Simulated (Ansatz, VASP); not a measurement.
One calculation of CuAu, two programs

```
Cu Au
1.0
     2.88400    0.00000    0.00000
     0.00000    2.88400    0.00000
     0.00000    0.00000    3.72505
Cu Au
1 1
Direct
  0.50000 0.50000 0.50000
  0.00000 0.00000 0.00000
```

Change from the starting cell: strain +0.030 along x and y, +0.015 along z, atoms carried along.

Alike in both runs: task single point; functional PBE; k mesh 18 × 18 × 14; occupations gaussian, width 0.15 eV; no spin polarisation.

|  | VASP | Ansatz |
| --- | --- | --- |
| version | VASP 6.6.1 | Ansatz 0.2.0 |
| potentials or method | VASP PAW PBE potentials, release 64 (Cu, Au), cutoff 520 eV | scalar-relativistic, plane waves, PAW |
| valence electrons in the cell | 22 | 38 |

```tsv
	VASP	Ansatz	Ansatz less VASP
gap on the k mesh at the Fermi level (eV)	none	none	-
pressure (GPa)	-4.0	-4.1	-0.05
traceless stress, the component that is largest in VASP (GPa)	-0.20	-0.22	-0.018
```

A gap of «none» marks a metal or a gap that the smearing closes. VASP's potentials hold 22 valence electrons a cell and Ansatz's 38, so a difference there can come from the potentials and not from the codes.

Neither program's run includes spin-orbit coupling.
